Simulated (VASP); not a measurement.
# KMgF3 (Pm-3m) in VASP: a series of runs

Runs on KMgF3. Level: r2SCAN. Tasks: single point.

Everything below comes from runs of VASP 6.6.1. Logs are shortened: lines on timing, memory, paths and dates and some standing lists are left out, and cuts for length are marked.

### 1 The cell of the first run

It takes space group Pm-3m (No. 221, cubic). Conventional cell: a = 3.905 Å, b = 3.905 Å, c = 3.905 Å, α = 90.00°, β = 90.00°, γ = 90.00°. Within 3.6 Å of K (site symmetry m-3m) lie 12 F at 2.76 Å and 8 Mg at 3.38 Å. Mg (site symmetry m-3m) has 6 F at 1.95 Å within 2.6 Å. F (site symmetry 4/mmm) has 2 Mg at 1.95 Å within 2.6 Å.

### 2 Single point, r2SCAN

Contents of POSCAR:

```
KMgF3
1.0
    3.9045322707      0.0000000000      0.0000000000
    0.0000000000      3.9045322707      0.0000000000
    0.0000000000      0.0000000000      3.9045322707
K Mg F
1 1 3
Direct
    0.5000000000      0.5000000000      0.5000000000
    0.0000000000      0.0000000000      0.0000000000
    0.5000000000      0.0000000000      0.0000000000
    0.0000000000      0.5000000000      0.0000000000
    0.0000000000      0.0000000000      0.5000000000
```

Contents of INCAR.step1:

```
SYSTEM = KMgF3
  ALGO = Normal
  EDIFF = 1E-4
  ENCUT = 520
  GGA = PE
  ISMEAR = 0
  LASPH = .True.
  LCHARG = .False.
  LREAL = .False.
  LWAVE = .True.
  NBANDS = 24
  NELM = 60
  PREC = Accurate
  SIGMA = 0.01
```

Contents of INCAR.step2:

```
SYSTEM = KMgF3
  ALGO = Normal
  EDIFF = 1E-6
  ENCUT = 520
  ISIF = 2
  ISMEAR = 0
  ISTART = 1
  LASPH = .True.
  LCHARG = .False.
  LMIXTAU = .True.
  LREAL = .False.
  LWAVE = .False.
  METAGGA = R2SCAN
  NBANDS = 24
  NELM = 60
  PREC = Accurate
  SIGMA = 0.01
```

Contents of KPOINTS:

```
k-points
0
Gamma
  4 4 4
  0 0 0
```

Potentials or basis: VASP PAW PBE potentials, release 64 (K_sv, Mg, F).

Started as:

```sh
cat potpaw_PBE.64/K_sv/POTCAR potpaw_PBE.64/Mg/POTCAR potpaw_PBE.64/F/POTCAR > POTCAR
cp INCAR.step1 INCAR
mpirun -np 1 vasp_std > vasp.out
cp INCAR.step2 INCAR
mpirun -np 1 vasp_std > vasp.out
```

OUTCAR:

```text
SYSTEM = KMgF3
   EDIFF = 1E-6
   ENCUT = 520
   ISIF = 2
   ISMEAR = 0
   ISTART = 1
   LASPH = .True.
   LREAL = .False.
   METAGGA = R2SCAN
   NELM = 60
   PREC = Accurate

 ion  position               nearest neighbor table
   1  0.500  0.500  0.500-   3 2.76   4 2.76   5 2.76   3 2.76   4 2.76   3 2.76   5 2.76   3 2.76
                             4 2.76   5 2.76   4 2.76   5 2.76   2 3.38   2 3.38   2 3.38   2 3.38
   2  0.000  0.000  0.000-   3 1.95   4 1.95   5 1.95   5 1.95   4 1.95   3 1.95   1 3.38   1 3.38
                             1 3.38   1 3.38   1 3.38   1 3.38   1 3.38   1 3.38
   3  0.500  0.000  0.000-   2 1.95   2 1.95   1 2.76   1 2.76   1 2.76   1 2.76
   4  0.000  0.500  0.000-   2 1.95   2 1.95   1 2.76   1 2.76   1 2.76   1 2.76
   5  0.000  0.000  0.500-   2 1.95   2 1.95   1 2.76   1 2.76   1 2.76   1 2.76

  LATTYP: Found a simple cubic cell.
 ALAT       =     3.9045322707

  Lattice vectors:

 A1 = (   3.9045322707,   0.0000000000,   0.0000000000)
 A2 = (   0.0000000000,   3.9045322707,   0.0000000000)
 A3 = (   0.0000000000,   0.0000000000,   3.9045322707)

Analysis of symmetry for initial positions (statically):
=====================================================================
 Subroutine PRICEL returns:
 Original cell was already a primitive cell.

 Routine SETGRP: Setting up the symmetry group for a
 simple cubic supercell.

 Subroutine GETGRP returns: Found 48 space group operations
 (whereof 48 operations were pure point group operations)
 out of a pool of 48 trial point group operations.

The static configuration has the point symmetry O_h .

Analysis of symmetry for dynamics (positions and initial velocities):
=====================================================================
 Subroutine PRICEL returns:
 Original cell was already a primitive cell.

 Routine SETGRP: Setting up the symmetry group for a
 simple cubic supercell.

 Subroutine GETGRP returns: Found 48 space group operations
 (whereof 48 operations were pure point group operations)
 out of a pool of 48 trial point group operations.

The dynamic configuration has the point symmetry O_h .

 Subroutine INISYM returns: Found 48 space group operations
 (whereof 48 operations are pure point group operations),
 and found     1 'primitive' translations

----------------------------------------------------------------------------------------

                                     Primitive cell

  volume of cell :      59.5260

  direct lattice vectors                    reciprocal lattice vectors
     3.904532271  0.000000000  0.000000000     0.256112623  0.000000000  0.000000000
     0.000000000  3.904532271  0.000000000     0.000000000  0.256112623  0.000000000
     0.000000000  0.000000000  3.904532271     0.000000000  0.000000000  0.256112623

  length of vectors
     3.904532271  3.904532271  3.904532271     0.256112623  0.256112623  0.256112623

  position of ions in fractional coordinates (direct lattice)
     0.500000000  0.500000000  0.500000000
     0.000000000  0.000000000  0.000000000
     0.500000000  0.000000000  0.000000000
     0.000000000  0.500000000  0.000000000
     0.000000000  0.000000000  0.500000000

  ion indices of the primitive-cell ions
   primitive index   ion index
                 1           1
                 2           2
                 3           3
                 4           4
                 5           5

----------------------------------------------------------------------------------------

 KPOINTS: k-points

Automatic generation of k-mesh.
 Grid dimensions read from file:
 generate k-points for:    4    4    4

 Generating k-lattice:

  Cartesian coordinates                     Fractional coordinates (reciprocal lattice)
     0.064028156  0.000000000  0.000000000     0.250000000  0.000000000  0.000000000
     0.000000000  0.064028156  0.000000000     0.000000000  0.250000000  0.000000000
     0.000000000  0.000000000  0.064028156     0.000000000  0.000000000  0.250000000

  Length of vectors
     0.064028156  0.064028156  0.064028156

  Shift w.r.t. Gamma in fractional coordinates (k-lattice)
     0.000000000  0.000000000  0.000000000

 Subroutine IBZKPT returns following result:
 ===========================================

 Found     10 irreducible k-points:

 Following reciprocal coordinates:
            Coordinates               Weight
  0.000000  0.000000  0.000000      1.000000
  0.250000  0.000000  0.000000      6.000000
  0.500000  0.000000  0.000000      3.000000
  0.250000  0.250000  0.000000     12.000000
  0.500000  0.250000  0.000000     12.000000
  0.500000  0.500000  0.000000      3.000000
  0.250000  0.250000  0.250000      8.000000
  0.500000  0.250000  0.250000     12.000000
  0.500000  0.500000  0.250000      6.000000
  0.500000  0.500000  0.500000      1.000000
   k-points           NKPTS =     10   k-points in BZ     NKDIM =     10   number of bands    NBANDS=     24
   number of dos      NEDOS =    301   number of ions     NIONS =      5
   total plane-waves  NPLWV =  27000
   dimension x,y,z NGX =    30 NGY =   30 NGZ =   30
   dimension x,y,z NGXF=    60 NGYF=   60 NGZF=   60
   ions per type =               1   1   3
   NGX,Y,Z   is equivalent  to a cutoff of  12.77, 12.77, 12.77 a.u.
   NGXF,Y,Z  is equivalent  to a cutoff of  25.55, 25.55, 25.55 a.u.
 SYSTEM =  KMgF3
   PREC   = accura    normal or accurate (medium, high low for compatibility)
   ISTART =      1    job   : 0-new  1-cont  2-samecut
   ICHARG =      0    charge: 1-file 2-atom 10-const
   ISPIN  =      1    spin polarized calculation?
   LNONCOLLINEAR =      F non collinear calculations
   LSORBIT =      F    spin-orbit coupling
   LASPH  =      T    aspherical Exc in radial PAW
   ENCUT  =  520.0 eV  38.22 Ry    6.18 a.u.   7.26  7.26  7.26*2*pi/ulx,y,z
   NELM   =     60;   NELMIN=  2; NELMDL=  0     # of ELM steps
   EDIFF  = 0.1E-05   stopping-criterion for ELM
   LREAL  =      F    real-space projection
   EDIFFG = 0.1E-04   stopping-criterion for IOM
   NSW    =      0    number of steps for IOM
   IBRION =     -1    ionic relax: 0-MD 1-quasi-New 2-CG
   NFREE  =      0    steps in history (QN), initial steepest desc. (CG)
   ISIF   =      2    stress and relaxation
   ISYM   =      2    0-nonsym 1-usesym 2-fastsym
   POTIM  = 0.5000    time-step for ionic-motion
   TEBEG  =    0.0;   TEEND  =   0.0 temperature during run
   PSTRESS=    0.0 pullay stress
   NELECT =      32.0000    total number of electrons
   NUPDOWN=      -1.0000    fix difference up-down
   EMIN   =  10.00;   EMAX   =-10.00  energy-range for DOS
   EFERMI =   0.00;   METHOD = LEGACY
   ISMEAR =     0;   SIGMA  =   0.01  broadening in eV -4-tet -1-fermi 0-gaus
   EFERMI_NEDOS =   21; number of points for ismear=-14 and -15
   IALGO  =     38    algorithm
   IMIX   =      4    mixing-type and parameters
     AMIX     =   0.40;   BMIX     =  1.00
     AMIX_MAG =   1.60;   BMIX_MAG =  1.00
  volume/ion in A,a.u.               =      11.91        80.34
  Fermi-wavevector in a.u.,A,eV,Ry     =   1.331136  2.515483 24.108482  1.771923
  Thomas-Fermi vector in A             =   2.460170
   LORBIT       =      0    0 simple, 1 ext, 2 COOP (PROOUT), +10 PAW based schemes
   METAGGA = R2SCAN    functional components
   LHFCALC =     F    Hartree Fock is set to
   AEXX    =    0.0000 exact exchange contribution
   IVDW    =     0    specifies the selected vdW correction
   LEPSILON=     F    determine dielectric tensor
   LRPA    =     F    only Hartree local field effects (RPA)
 non-spin polarized calculation
 Gauss-broadening in eV      SIGMA  =   0.01
  energy-cutoff  :      520.00
  volume of cell :       59.53
 maximum number of plane-waves:      1628
 NGX is ok and might be reduce to    30
   NGX = 15   NGY = 15   NGZ = 15

 number of electron      31.9999996 magnetization

 Free energy of the ion-electron system (eV)
  ---------------------------------------------------
  ext. energy  EPLUGINS =         0.00000000
  ---------------------------------------------------
  free energy    TOTEN  =       -37.36691548 eV

  energy without entropy =      -37.36691548  energy(sigma->0) =      -37.36691548

 E-fermi :  -1.7483     XC(G=0): -10.5409

 val. band max:       -1.8954050566   @ k =   0.5000   0.5000   0.5000
 cond. band min:       6.8602364091   @ k =   0.0000   0.0000   0.0000
 fundamental gap:      8.7556414657
 Fermi energy:        -1.7482673240

 k-point     1 :       0.0000    0.0000    0.0000
  band No.  band energies     occupation
      1     -28.3771      2.00000
      2     -23.3036      2.00000
      3     -22.5910      2.00000
      4     -22.5910      2.00000
      5     -11.1124      2.00000
      6     -11.1124      2.00000
[... 16 lines left out ...]
     23      14.1087      0.00000
     24      17.1228      0.00000

 k-point     2 :       0.2500    0.0000    0.0000
  band No.  band energies     occupation
      1     -28.3562      2.00000
      2     -23.2389      2.00000
      3     -22.6771      2.00000
      4     -22.5873      2.00000
      5     -11.0945      2.00000
      6     -11.0765      2.00000
[... 16 lines left out ...]
     23      13.9985      0.00000
     24      16.7216      0.00000

 k-point     3 :       0.5000    0.0000    0.0000
  band No.  band energies     occupation
      1     -28.3350      2.00000
      2     -23.1519      2.00000
      3     -22.7859      2.00000
      4     -22.5820      2.00000
      5     -11.0769      2.00000
      6     -11.0399      2.00000
[... 16 lines left out ...]
     23      13.9839      0.00000
     24      15.3278      0.00000
[... 136 lines left out ...]
 k-point     9 :       0.5000    0.5000    0.2500
  band No.  band energies     occupation
      1     -28.2980      2.00000
      2     -22.8235      2.00000
      3     -22.8038      2.00000
      4     -22.8038      2.00000
      5     -11.2677      2.00000
      6     -11.2677      2.00000
[... 16 lines left out ...]
     23      14.1094      0.00000
     24      14.1094      0.00000

 k-point    10 :       0.5000    0.5000    0.5000
  band No.  band energies     occupation
      1     -28.2893      2.00000
      2     -22.7916      2.00000
      3     -22.7916      2.00000
      4     -22.7916      2.00000
      5     -11.3405      2.00000
      6     -11.3405      2.00000
[... 16 lines left out ...]
     23      15.0031      0.00000
     24      15.0031      0.00000

------------------------ aborting loop because EDIFF is reached ----------------------------------------

  FORCE on cell =-STRESS in cart. coord.  units (eV):
  Direction    XX          YY          ZZ          XY          YZ          ZX
  --------------------------------------------------------------------------------------
  -------------------------------------------------------------------------------------
  Total        1.6882829      1.6882829      1.6882829      0.0000000      0.0000000     -0.0000000
  in kB       45.4410906     45.4410906     45.4410906      0.0000000      0.0000000     -0.0000000
  external PRESSURE =      45.4410906 kB  Pullay stress =       0.0000000 kB

 VOLUME and BASIS-vectors are now :
 -----------------------------------------------------------------------------
  energy-cutoff  :      520.00
  volume of cell :       59.53
      direct lattice vectors                 reciprocal lattice vectors
     3.904532271  0.000000000  0.000000000     0.256112623  0.000000000  0.000000000
     0.000000000  3.904532271  0.000000000     0.000000000  0.256112623  0.000000000
     0.000000000  0.000000000  3.904532271     0.000000000  0.000000000  0.256112623

 POSITION                                       TOTAL-FORCE (eV/Angst)
 -----------------------------------------------------------------------------------
      1.95227      1.95227      1.95227         0.000000      0.000000      0.000000
      0.00000      0.00000      0.00000         0.000000      0.000000      0.000000
      1.95227      0.00000      0.00000         0.000000      0.000000      0.000000
      0.00000      1.95227      0.00000         0.000000      0.000000      0.000000
      0.00000      0.00000      1.95227         0.000000      0.000000      0.000000
 -----------------------------------------------------------------------------------
    total drift:                                0.000000     -0.000000      0.000000

  FREE ENERGIE OF THE ION-ELECTRON SYSTEM (eV)
  ---------------------------------------------------
  free  energy   TOTEN  =       -37.3669154848 eV

  energy  without entropy=      -37.3669154848  energy(sigma->0) =      -37.36691548
```

Run time: 75 s. Hardware: 1 thread of AMD EPYC 9R45 (Zen 5), shared host; peak memory 0.13 GiB.

What came out:

- Free energy: -37.3669 eV
- Pressure: 4.5 GPa
- Band gap on the k mesh: 8.76 eV, indirect (least direct gap 9.08 eV)

Levels at points of the mesh, in eV from the valence-band top:
```
           k point  band 14  band 15  band 16  band 17  band 18  band 19
(0.00, 0.00, 0.00)    -0.32    -0.32    -0.32     8.76    10.92    10.92
(0.50, 0.00, 0.00)    -0.94    -0.57    -0.57    11.42    12.07    12.15
(0.50, 0.50, 0.00)    -0.95    -0.95    -0.02    12.24    12.85    14.06
(0.50, 0.50, 0.50)     0.00     0.00     0.00    11.63    11.63    11.63
```

Caveat: the PAW data sets were made with another functional, which shifts forces and pressure a little. r2SCAN opens gaps a little over a GGA but as a rule still falls short of measured ones.

### 3 Single point, r2SCAN

This run uses another cell than the first one, of 12.16 Å³/atom, 1.021 times its volume.

Changes to POSCAR since step 2:

```diff
@@ -2,5 +2,5 @@
 1.0
-    3.9045322707      0.0000000000      0.0000000000
-    0.0000000000      3.9045322707      0.0000000000
-    0.0000000000      0.0000000000      3.9045322707
+    3.9320298828      0.0000000000      0.0000000000
+    0.0000000000      3.9320298828      0.0000000000
+    0.0000000000      0.0000000000      3.9320298828
 K Mg F
```

Contents of INCAR.step1:

```
SYSTEM = KMgF3
PREC = Accurate
ENCUT = 520
ISMEAR = 0
SIGMA = 0.01
LREAL = .False.
LASPH = .True.
NELM = 60
NBANDS = 24
GGA = PE
ALGO = Normal
EDIFF = 1E-4
LWAVE = .True.
LCHARG = .False.
```

Contents of INCAR.step2:

```
SYSTEM = KMgF3
PREC = Accurate
ENCUT = 520
EDIFF = 1E-6
ISMEAR = 0
SIGMA = 0.01
LREAL = .False.
LASPH = .True.
NELM = 60
ALGO = Normal
ISIF = 2
LWAVE = .False.
LCHARG = .False.
METAGGA = R2SCAN
LMIXTAU = .True.
NBANDS = 24
ISTART = 1
```

Contents of KPOINTS:

```
Automatic mesh
0
Gamma
  4 4 4
  0 0 0
```

Potentials or basis: VASP PAW PBE potentials, release 64 (K_sv, Mg, F).

Started as:

```sh
cat potpaw_PBE.64/K_sv/POTCAR potpaw_PBE.64/Mg/POTCAR potpaw_PBE.64/F/POTCAR > POTCAR
cp INCAR.step1 INCAR
mpirun -np 1 vasp_std > vasp.out
cp INCAR.step2 INCAR
mpirun -np 1 vasp_std > vasp.out
```

Run time: 75 s. Hardware: 1 thread of AMD EPYC 9R45 (Zen 5), shared host; peak memory 0.14 GiB.

Results (log left out):

```yaml
Free_energy: -37.3980 eV
Pressure: 2.5 GPa
Band_gap_on_the_k_mesh: 8.58 eV, indirect (least direct gap 8.90 eV)
```

Levels at points of the mesh, in eV from the valence-band top:
```tsv
k point	band 14	band 15	band 16	band 17	band 18	band 19
(0.00, 0.00, 0.00)	-0.32	-0.32	-0.32	8.58	10.90	10.90
(0.50, 0.00, 0.00)	-0.91	-0.56	-0.56	11.28	11.91	12.01
(0.50, 0.50, 0.00)	-0.93	-0.93	-0.02	12.12	12.75	13.97
(0.50, 0.50, 0.50)	0.00	0.00	0.00	11.54	11.54	11.54
```

Caveat: the PAW data sets were made with another functional, which shifts forces and pressure a little. A k mesh can miss the band edges.
